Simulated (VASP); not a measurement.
# SnSe (Pnma) in VASP: a series of runs

Aim: see how the results for SnSe move with the level of theory and the settings. Levels: PBE, PBEsol, SVWN5. Tasks: single point, relaxation of cell and atoms.

Everything below comes from runs of VASP 6.6.1. Logs are shortened: lines on timing, memory, paths and dates and some standing lists are left out, and cuts for length are marked.

**Measured values to compare with.**

“Linear dichroism of the optical properties of SnS and SnSe van der Waals crystals”, 2024, arxiv:2409.17412 reports, for a bulk crystal of SnSe at 20 K: band gap 0.99 eV (indirect).

How close the calculation comes is told below.

## (1) The cell of the first run

Symmetry: Pnma, No. 62, orthorhombic system. The conventional cell has a = 11.420 Å, b = 4.190 Å, c = 4.460 Å, α = 90.00°, β = 90.00°, γ = 90.00°. Sn (site symmetry m) has 6 Se at 2.69 to 3.51 Å and 2 Sn at 3.60 Å within 3.6 Å. Within 3.6 Å of Se (site symmetry m) lie 6 Sn at 2.69 to 3.51 Å.

## (2) Single point, PBE

The input, INCAR:

```
PREC     = Accurate       # precision mode
ENCUT    = 520            # plane-wave cutoff, eV
EDIFF    = 1E-6           # SCF threshold, eV
ISMEAR   = -1             # smearing method
SIGMA    = 0.05           # smearing width, eV
LREAL    = False          # projectors in reciprocal space
LASPH    = True           # aspherical terms in the spheres
NELM     = 80             # most SCF steps
ALGO     = Normal         # electronic algorithm
ISIF     = 2              # what is computed and relaxed
LWAVE    = False          # write WAVECAR
LCHARG   = False          # write CHGCAR
GGA      = PE             # functional
NBANDS   = 50             # bands
```

The input, KPOINTS:

```
regular mesh
0
Gamma
  1 2 2
```

The input, POSCAR:

```
SnSe
1.0
   11.4200000000      0.0000000000      0.0000000000
    0.0000000000      4.1900000000      0.0000000000
    0.0000000000      0.0000000000      4.4600000000
Sn Se
4 4
Direct
    0.8770000000      0.7500000000      0.9090000000
    0.6230000000      0.2500000000      0.4090000000
    0.3770000000      0.7500000000      0.5910000000
    0.1230000000      0.2500000000      0.0910000000
    0.6430000000      0.7500000000      0.9840000000
    0.8570000000      0.2500000000      0.4840000000
    0.1430000000      0.7500000000      0.5160000000
    0.3570000000      0.2500000000      0.0160000000
```

Potentials or basis: VASP PAW PBE potentials, release 64 (Sn_d, Se).

Command:

```console
> cat potpaw_PBE.64/Sn_d/POTCAR potpaw_PBE.64/Se/POTCAR > POTCAR
> mpirun -np 1 vasp_std > vasp.out
```

OUTCAR:

```text
PREC = Accurate
   ENCUT = 520
   EDIFF = 1E-6
   ISMEAR = -1
   LREAL = False
   LASPH = True
   NELM = 80
   ISIF = 2
   GGA = PE

 ion  position               nearest neighbor table
   1  0.877  0.750  0.909-   5 2.69   6 2.83   6 2.83   4 3.60   4 3.60
   2  0.623  0.250  0.409-   6 2.69   5 2.83   5 2.83   3 3.60   3 3.60
   3  0.377  0.750  0.591-   7 2.69   8 2.83   8 2.83   2 3.60   2 3.60
   4  0.123  0.250  0.091-   8 2.69   7 2.83   7 2.83   1 3.60   1 3.60
   5  0.643  0.750  0.984-   1 2.69   2 2.83   2 2.83
   6  0.857  0.250  0.484-   2 2.69   1 2.83   1 2.83
   7  0.143  0.750  0.516-   3 2.69   4 2.83   4 2.83
   8  0.357  0.250  0.016-   4 2.69   3 2.83   3 2.83

  LATTYP: Found a simple orthorhombic cell.
 ALAT       =     4.1900000000
 B/A-ratio  =     1.0644391408
 C/A-ratio  =     2.7255369928

  Lattice vectors:

 A1 = (   0.0000000000,   4.1900000000,   0.0000000000)
 A2 = (   0.0000000000,   0.0000000000,   4.4600000000)
 A3 = (  11.4200000000,   0.0000000000,   0.0000000000)

Analysis of symmetry for initial positions (statically):
=====================================================================
 Subroutine PRICEL returns:
 Original cell was already a primitive cell.

 Routine SETGRP: Setting up the symmetry group for a
 simple orthorhombic supercell.

 Subroutine GETGRP returns: Found  8 space group operations
 (whereof  2 operations were pure point group operations)
 out of a pool of  8 trial point group operations.

The static configuration has the point symmetry S_2 .
 The point group associated with its full space group is D_2h.

Analysis of symmetry for dynamics (positions and initial velocities):
=====================================================================
 Subroutine PRICEL returns:
 Original cell was already a primitive cell.

 Routine SETGRP: Setting up the symmetry group for a
 simple orthorhombic supercell.

 Subroutine GETGRP returns: Found  8 space group operations
 (whereof  2 operations were pure point group operations)
 out of a pool of  8 trial point group operations.

The dynamic configuration has the point symmetry S_2 .
 The point group associated with its full space group is D_2h.

 Subroutine INISYM returns: Found  8 space group operations
 (whereof  2 operations are pure point group operations),
 and found     1 'primitive' translations

----------------------------------------------------------------------------------------

[... 88 lines left out ...]
   NFREE  =      0    steps in history (QN), initial steepest desc. (CG)
   ISIF   =      2    stress and relaxation
   ISYM   =      2    0-nonsym 1-usesym 2-fastsym
   POTIM  = 0.5000    time-step for ionic-motion
   TEBEG  =    0.0;   TEEND  =   0.0 temperature during run
   PSTRESS=    0.0 pullay stress
   NELECT =      80.0000    total number of electrons
   NUPDOWN=      -1.0000    fix difference up-down
   EMIN   =  10.00;   EMAX   =-10.00  energy-range for DOS
   EFERMI =   0.00;   METHOD = LEGACY
   ISMEAR =    -1;   SIGMA  =   0.05  broadening in eV -4-tet -1-fermi 0-gaus
   EFERMI_NEDOS =   21; number of points for ismear=-14 and -15
   IALGO  =     38    algorithm
   IMIX   =      4    mixing-type and parameters
     AMIX     =   0.40;   BMIX     =  1.00
     AMIX_MAG =   1.60;   BMIX_MAG =  1.00
  volume/ion in A,a.u.               =      26.68       180.02
  Fermi-wavevector in a.u.,A,eV,Ry     =   1.180411  2.230653 18.957944  1.393370
  Thomas-Fermi vector in A             =   2.316704
   LORBIT       =      0    0 simple, 1 ext, 2 COOP (PROOUT), +10 PAW based schemes
   GGA     = PE    functional components
   LHFCALC =     F    Hartree Fock is set to
   AEXX    =    0.0000 exact exchange contribution
   IVDW    =     0    specifies the selected vdW correction
   LEPSILON=     F    determine dielectric tensor
   LRPA    =     F    only Hartree local field effects (RPA)
 non-spin polarized calculation
  energy-cutoff  :      520.00
  volume of cell :      213.41
 maximum number of plane-waves:      5769
 NGX is ok and might be reduce to    90
   NGX = 43   NGY = 15   NGZ = 17

 number of electron      80.0000000 magnetization

 Free energy of the ion-electron system (eV)
  ---------------------------------------------------
  ext. energy  EPLUGINS =         0.00000000
  ---------------------------------------------------
  free energy    TOTEN  =       -31.50707713 eV

  energy without entropy =      -31.50705655  energy(sigma->0) =      -31.50706684

 E-fermi :   5.7232     XC(G=0):  -9.7045

 val. band max:        5.1745378579   @ k =   0.0000   0.0000   0.5000
 cond. band min:       6.2457726924   @ k =   0.0000   0.0000   0.0000
 fundamental gap:      1.0712348344
 Fermi energy:         5.7232281146

 k-point     1 :       0.0000    0.0000    0.0000
  band No.  band energies     occupation
      1     -15.9760      2.00000
      2     -15.9733      2.00000
      3     -15.9687      2.00000
      4     -15.9675      2.00000
      5     -15.9672      2.00000
      6     -15.9637      2.00000
[... 201 lines left out ...]
     49      10.9689      0.00000
     50      10.9690      0.00000

------------------------ aborting loop because EDIFF is reached ----------------------------------------

  FORCE on cell =-STRESS in cart. coord.  units (eV):
  Direction    XX          YY          ZZ          XY          YZ          ZX
  --------------------------------------------------------------------------------------
  -------------------------------------------------------------------------------------
  Total        0.9007372      7.2609515      4.0630498      0.0000000     -0.0000000      0.0000000
  in kB        6.7622887     54.5116254     30.5033646      0.0000000     -0.0000000      0.0000000
  external PRESSURE =      30.5924262 kB  Pullay stress =       0.0000000 kB

 VOLUME and BASIS-vectors are now :
 -----------------------------------------------------------------------------
  energy-cutoff  :      520.00
  volume of cell :      213.41
      direct lattice vectors                 reciprocal lattice vectors
    11.420000000  0.000000000  0.000000000     0.087565674  0.000000000  0.000000000
     0.000000000  4.190000000  0.000000000     0.000000000  0.238663484  0.000000000
     0.000000000  0.000000000  4.460000000     0.000000000  0.000000000  0.224215247

 POSITION                                       TOTAL-FORCE (eV/Angst)
 -----------------------------------------------------------------------------------
     10.01534      3.14250      4.05414        -0.055482     -0.000000     -0.417970
      7.11466      1.04750      1.82414         0.055482      0.000000     -0.417970
      4.30534      3.14250      2.63586        -0.055482     -0.000000      0.417970
      1.40466      1.04750      0.40586         0.055482     -0.000000      0.417970
      7.34306      3.14250      4.38864         0.419576      0.000000      0.551539
      9.78694      1.04750      2.15864        -0.419576      0.000000      0.551539
      1.63306      3.14250      2.30136         0.419576      0.000000     -0.551539
      4.07694      1.04750      0.07136        -0.419576      0.000000     -0.551539
 -----------------------------------------------------------------------------------
    total drift:                               -0.000000     -0.000000      0.000000

  FREE ENERGIE OF THE ION-ELECTRON SYSTEM (eV)
  ---------------------------------------------------
  free  energy   TOTEN  =       -31.5070771319 eV

  energy  without entropy=      -31.5070565482  energy(sigma->0) =      -31.50706684
```

stdout:

```text
POSCAR found type information on POSCAR SnSe
 POSCAR found :  2 types and       8 ions
 scaLAPACK will be used
 LDA part: xc-table for (Slater+PW92), standard interpolation
 POSCAR, INCAR and KPOINTS ok, starting setup
 FFT: planning ... GRIDC
 FFT: planning ... GRID_SOFT
 FFT: planning ... GRID
 WAVECAR not read
 entering main loop
```

Run time: 2.3 min. Hardware: 1 thread of Intel Xeon 8259CL, shared host; peak memory 0.28 GiB.

What came out:

```yaml
Free_energy: -31.5071 eV
Pressure: 3.1 GPa
Largest_force: 0.693 eV/Å
Band_gap_on_the_k_mesh: 1.07 eV (least direct gap 1.28 eV)
```

Forces on the atoms (eV/Å):
```
Sn  -0.055  0.000 -0.418
Sn   0.055  0.000 -0.418
Sn  -0.055  0.000  0.418
Sn   0.055  0.000  0.418
Se   0.420  0.000  0.552
Se  -0.420  0.000  0.552
Se   0.420  0.000 -0.552
Se  -0.420  0.000 -0.552
```

Caveat: the k points lie up to 0.75 Å⁻¹ apart; spin-orbit coupling is left out, which moves the levels of the heavy elements. A k mesh can miss the band edges.

## (3) Single point, PBEsol

This run uses another cell than the first one, of 25.08 Å³/atom.

The input, INCAR:

```
  ALGO = Normal
  EDIFF = 1E-6
  ENCUT = 520
  GGA = PS
  ISIF = 2
  ISMEAR = -1
  LASPH = T
  LCHARG = T
  LELF = T
  LREAL = F
  LVHAR = T
  LWAVE = F
  NBANDS = 50
  NELM = 60
  PREC = Accurate
  SIGMA = 0.05
```

The input, KPOINTS:

```
k-points
0
Gamma
  3 6 6
```

Changes to POSCAR since step 2:

```diff
@@ -2,5 +2,5 @@
 1.0
-   11.4200000000      0.0000000000      0.0000000000
-    0.0000000000      4.1900000000      0.0000000000
-    0.0000000000      0.0000000000      4.4600000000
+   11.1868733615      0.0000000000      0.0000000000
+    0.0000000000      4.1044657955      0.0000000000
+    0.0000000000      0.0000000000      4.3689540449
 Sn Se
```

Potentials or basis: VASP PAW PBE potentials, release 64 (Sn_d, Se).

Command:

```console
> cat potpaw_PBE.64/Sn_d/POTCAR potpaw_PBE.64/Se/POTCAR > POTCAR
> mpirun -np 1 vasp_std > vasp.out
```

It took 11 min on 1 thread of Intel Xeon 8259CL, shared host; peak memory 0.39 GiB.

Results (log left out):

* Free energy: -35.7684 eV
* Pressure: 3.2 GPa
* Largest force: 0.635 eV/Å
* Band gap on the k mesh: 0.48 eV (least direct gap 0.69 eV)

Forces in eV/Å, atoms in the order of the input:
```
Sn   0.622  0.000  0.126
Sn  -0.622  0.000  0.126
Sn   0.622  0.000 -0.126
Sn  -0.622  0.000 -0.126
Se  -0.495  0.000 -0.095
Se   0.495  0.000 -0.095
Se  -0.495  0.000  0.095
Se   0.495  0.000  0.095
```

Stress tensor (GPa, compression positive):
```
5.53 0.00 0.00
0.00 2.22 0.00
0.00 0.00 1.91
```

Levels at points of the mesh, in eV from the valence-band top:
```
           k point  band 37  band 38  band 39  band 40  band 41  band 42  band 43  band 44
(0.00, 0.00, 0.00)    -1.76    -1.28    -0.90    -0.64     0.61     2.76     2.78     2.91
(0.00, 0.50, 0.00)    -1.15    -1.15    -0.82    -0.82     0.70     0.70     1.46     1.46
(0.00, 0.00, 0.50)    -0.93    -0.93    -0.37    -0.37     1.19     1.19     1.44     1.44
(0.00, 0.50, 0.50)    -2.51    -2.51    -1.71    -1.71     2.84     2.84     3.12     3.12
```

Caveat: the cell stands under pressure; semilocal functionals underestimate gaps, and a narrow one can read as zero; the PAW data sets were made with another functional, which shifts forces and pressure a little; spin-orbit coupling is left out, which moves the levels of the heavy elements.

## (4) Single point, PBEsol

The input, INCAR:

```
  PREC = Accurate
  ENCUT = 520
  EDIFF = 1E-6
  ISMEAR = -1
  SIGMA = 0.05
  LREAL = F
  LASPH = T
  NELM = 60
  ALGO = Normal
  ISIF = 2
  LWAVE = F
  LCHARG = F
  GGA = PS
  NBANDS = 50
```

The input, KPOINTS:

```
Automatic mesh
0
Gamma
  3 6 6
```

Changes to POSCAR since step 3:

```diff
@@ -2,5 +2,5 @@
 1.0
-   11.1868733615      0.0000000000      0.0000000000
-    0.0000000000      4.1044657955      0.0000000000
-    0.0000000000      0.0000000000      4.3689540449
+   11.4200000000      0.0000000000      0.0000000000
+    0.0000000000      4.1900000000      0.0000000000
+    0.0000000000      0.0000000000      4.4600000000
 Sn Se
```

Potentials or basis: VASP PAW PBE potentials, release 64 (Sn_d, Se).

Command:

```console
> cat potpaw_PBE.64/Sn_d/POTCAR potpaw_PBE.64/Se/POTCAR > POTCAR
> mpirun -np 1 vasp_std > vasp.out
```

OUTCAR:

```text
PREC = Accurate
   ENCUT = 520
   EDIFF = 1E-6
   ISMEAR = -1
   LREAL = F
   LASPH = T
   NELM = 60
   ISIF = 2
   GGA = PS

 ion  position               nearest neighbor table
   1  0.877  0.750  0.909-   5 2.69   6 2.83   6 2.83   4 3.60   4 3.60
   2  0.623  0.250  0.409-   6 2.69   5 2.83   5 2.83   3 3.60   3 3.60
   3  0.377  0.750  0.591-   7 2.69   8 2.83   8 2.83   2 3.60   2 3.60
   4  0.123  0.250  0.091-   8 2.69   7 2.83   7 2.83   1 3.60   1 3.60
   5  0.643  0.750  0.984-   1 2.69   2 2.83   2 2.83
   6  0.857  0.250  0.484-   2 2.69   1 2.83   1 2.83
   7  0.143  0.750  0.516-   3 2.69   4 2.83   4 2.83
   8  0.357  0.250  0.016-   4 2.69   3 2.83   3 2.83

  LATTYP: Found a simple orthorhombic cell.
 ALAT       =     4.1900000000
 B/A-ratio  =     1.0644391408
 C/A-ratio  =     2.7255369928

  Lattice vectors:

 A1 = (   0.0000000000,   4.1900000000,   0.0000000000)
 A2 = (   0.0000000000,   0.0000000000,   4.4600000000)
 A3 = (  11.4200000000,   0.0000000000,   0.0000000000)

Analysis of symmetry for initial positions (statically):
[... 195 lines left out ...]
  band No.  band energies     occupation
      1     -15.9114      2.00000
      2     -15.8999      2.00000
      3     -15.8971      2.00000
      4     -15.8970      2.00000
      5     -15.8938      2.00000
      6     -15.8917      2.00000
[... 1261 lines left out ...]
     49      10.6550      0.00000
     50      10.6604      0.00000

 [... further k-points ...]

------------------------ aborting loop because EDIFF is reached ----------------------------------------

  FORCE on cell =-STRESS in cart. coord.  units (eV):
  Direction    XX          YY          ZZ          XY          YZ          ZX
  --------------------------------------------------------------------------------------
  -------------------------------------------------------------------------------------
  Total        1.6909384     -1.7248244     -2.0087840      0.0000000      0.0000000      0.0000000
  in kB       12.6947273    -12.9491266    -15.0809544      0.0000000      0.0000000      0.0000000
  external PRESSURE =      -5.1117846 kB  Pullay stress =       0.0000000 kB

 VOLUME and BASIS-vectors are now :
 -----------------------------------------------------------------------------
  energy-cutoff  :      520.00
  volume of cell :      213.41
      direct lattice vectors                 reciprocal lattice vectors
    11.420000000  0.000000000  0.000000000     0.087565674  0.000000000  0.000000000
     0.000000000  4.190000000  0.000000000     0.000000000  0.238663484  0.000000000
     0.000000000  0.000000000  4.460000000     0.000000000  0.000000000  0.224215247

 POSITION                                       TOTAL-FORCE (eV/Angst)
 -----------------------------------------------------------------------------------
     10.01534      3.14250      4.05414         0.244154     -0.000000     -0.054324
      7.11466      1.04750      1.82414        -0.244154      0.000000     -0.054324
      4.30534      3.14250      2.63586         0.244154      0.000000      0.054324
      1.40466      1.04750      0.40586        -0.244154     -0.000000      0.054324
      7.34306      3.14250      4.38864        -0.212475      0.000000      0.056666
      9.78694      1.04750      2.15864         0.212475     -0.000000      0.056666
      1.63306      3.14250      2.30136        -0.212475     -0.000000     -0.056666
      4.07694      1.04750      0.07136         0.212475     -0.000000     -0.056666
 -----------------------------------------------------------------------------------
    total drift:                                0.000000     -0.000000      0.000000

  FREE ENERGIE OF THE ION-ELECTRON SYSTEM (eV)
  ---------------------------------------------------
  free  energy   TOTEN  =       -35.8716345845 eV

  energy  without entropy=      -35.8714457640  energy(sigma->0) =      -35.87154017
```

stdout:

```text
POSCAR found type information on POSCAR SnSe
 POSCAR found :  2 types and       8 ions
 scaLAPACK will be used
 -----------------------------------------------------------------------------
|                                                                             |
|                                                                             |
|     You enforced a specific xc type in the INCAR file but a different       |
|     I HOPE YOU KNOW WHAT YOU ARE DOING!                                     |
|                                                                             |
 -----------------------------------------------------------------------------

 LDA part: xc-table for (Slater+PW92), standard interpolation
 POSCAR, INCAR and KPOINTS ok, starting setup
 FFT: planning ... GRIDC
 FFT: planning ... GRID_SOFT
 FFT: planning ... GRID
 WAVECAR not read
 entering main loop
```

It took 12 min on 1 thread of Intel Xeon 8259CL, shared host; peak memory 0.44 GiB.

Results:

* Free energy: -35.8716 eV
* Pressure: -0.5 GPa
* Largest force: 0.250 eV/Å
* Band gap on the k mesh: 0.48 eV (least direct gap 0.66 eV)

Forces on the atoms (eV/Å):
```
Sn   0.244  0.000 -0.054
Sn  -0.244  0.000 -0.054
Sn   0.244  0.000  0.054
Sn  -0.244  0.000  0.054
Se  -0.212  0.000  0.057
Se   0.212  0.000  0.057
Se  -0.212  0.000 -0.057
Se   0.212  0.000 -0.057
```

Levels at points of the mesh, in eV from the valence-band top:
```
           k point  band 36  band 37  band 38  band 39  band 40  band 41  band 42  band 43  band 44  band 45
(0.00, 0.00, 0.00)    -1.83    -1.54    -1.20    -0.78    -0.56     0.73     2.90     2.95     2.98     3.29
(0.00, 0.50, 0.00)    -1.72    -1.04    -1.04    -0.76    -0.76     0.84     0.84     1.34     1.34     1.60
(0.00, 0.00, 0.50)    -1.49    -0.82    -0.82    -0.34    -0.34     1.20     1.20     1.55     1.55     1.59
(0.00, 0.50, 0.50)    -3.20    -2.26    -2.26    -1.53    -1.53     2.82     2.82     3.08     3.08     4.80
```

Caveat: semilocal functionals underestimate gaps, and a narrow one can read as zero; the PAW data sets were made with another functional, which shifts forces and pressure a little; spin-orbit coupling is left out, which moves the levels of the heavy elements.

[end of part 1 of 2]
